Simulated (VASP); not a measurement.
Runs of VASP 6.6.1 on Au. The structure is that of space group Pm-3m (No. 221), or close to it. The cells are those of the table. 

```csv
task,cell,cutoff (eV),gap on the mesh (eV),pressure (GPa)
relaxation of cell and atoms,"relaxed to 20 GPa from a = 2.650 Å, 1 atom",600,none,19.7
single point,"a = 2.532 Å, 1 atom",520,none,39.6
single point,"a = 2.488 Å, 1 atom",520,none,(a)
relaxation of cell and atoms,"relaxed from a = 2.650 Å, 1 atom",600,none,-0.1
relaxation of cell and atoms,"relaxed to 40 GPa from a = 2.650 Å, 1 atom",600,none,40.2
```

Alike in all rows: level PBEsol; potentials or basis VASP PAW PBE potentials, release 64 (Au); no spin polarisation; k mesh 8 × 8 × 8; smearing fermi-dirac 0.05 eV.

Question: Fill in the values left out.

Answer: (a) 59.6.

Caveats: the PAW data sets were made with another functional, which shifts forces and pressure a little; spin-orbit coupling is left out, which moves the levels of the heavy elements; the cell is relaxed towards a set pressure, so the enthalpy falls and the energy may rise (some runs).

A k mesh can miss the band edges, and the runs leave out spin-orbit coupling on Au.

A gap of «none» marks levels without a gap at the run's occupations.
